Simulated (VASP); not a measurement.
B32N31 (a cell with a defect), 63 atoms in the cell. The cell holds a defect, 63 atoms: a = 7.212 Å, b = 7.212 Å, c = 7.212 Å, α = 90.00°, β = 90.00°, γ = 90.00°. 

- Program: VASP 6.6.1
- Task: single point
- Functional: PBEsol
- Potentials or basis: VASP PAW PBE potentials, release 64 (B, N)
- Cutoff: 520 eV
- k mesh: 1 × 1 × 1, shifted
- Occupations: fermi-dirac, width 0.05 eV
- Spin: collinear spin
- Dipole correction: no
- Further INCAR settings: LREAL = Auto; ALGO = Normal; EDIFF = 1e-06; NBANDS = 166; ISYM = -1

Potentials or basis: VASP PAW PBE potentials, release 64 (B, N).

Launch:

```console
$ cat potpaw_PBE.64/B/POTCAR potpaw_PBE.64/N/POTCAR > POTCAR
$ mpirun -np 1 vasp_std > vasp.out
```

Hardware: 1 thread of Intel(R) Xeon(R) Platinum 8488C (Sapphire Rapids) (shared host).

How long does it take, and how much memory?

Wall time 5 min on 1 thread of Intel(R) Xeon(R) Platinum 8488C (Sapphire Rapids), on a shared host, peak memory 0.55 GiB. Counts: scf iterations 16, k points 1.
